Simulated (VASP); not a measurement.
Wanted: the native input for a VASP 6.6.1 run.

- Task: single point
- Functional: PBEsol
- Potentials or basis: VASP PAW PBE potentials, release 64 (Pt)
- Cutoff: 520 eV
- k mesh: 20 × 20 × 20
- Occupations: fermi-dirac, width 0.15 eV
- Spin: no spin polarisation
- Dipole correction: no
- Further INCAR settings: ALGO = Normal; EDIFF = 1e-07; NBANDS = 11

The structure of Pt lies in POSCAR:

```
Pt
1.0
    0.0000000000      1.9609000047      1.9609000047
    1.9609000047      0.0000000000      1.9609000047
    1.9609000047      1.9609000047      0.0000000000
Pt
1
Direct
    0.0000000000      0.0000000000      0.0000000000
```

One way to write it, as run:

INCAR

```
SYSTEM = Pt
PREC = Accurate ; ENCUT = 520
EDIFF = 1E-7 ; ISMEAR = -1
SIGMA = 0.15 ; LREAL = .FALSE.
LASPH = .TRUE. ; NELM = 80
ALGO = Normal ; ISIF = 2
LWAVE = .FALSE. ; LCHARG = .TRUE.
GGA = PS ; LELF = .TRUE.
LVHAR = .TRUE. ; NBANDS = 11
```

KPOINTS

```
regular mesh
0
G
  20 20 20
  0 0 0
```

Potentials or basis: VASP PAW PBE potentials, release 64 (Pt).

Command:

```console
$ cat potpaw_PBE.64/Pt/POTCAR > POTCAR
$ mpirun -np 1 vasp_std > vasp.out
```

It gave:

```json
{"Pressure": "-0.4 GPa", "Band gap on the k mesh": "zero (band 5 reaches 11.60 eV, above the bottom of band 6 at 9.36 eV)"}
```

Caveat: the PAW data sets were made with another functional, which shifts forces and pressure a little; spin-orbit coupling is left out, which moves the levels of the heavy elements.

Wall time 25 s on 1 thread of AMD EPYC 9R45 96-Core Processor (Zen 5) (shared host), peak memory 0.14 GiB.
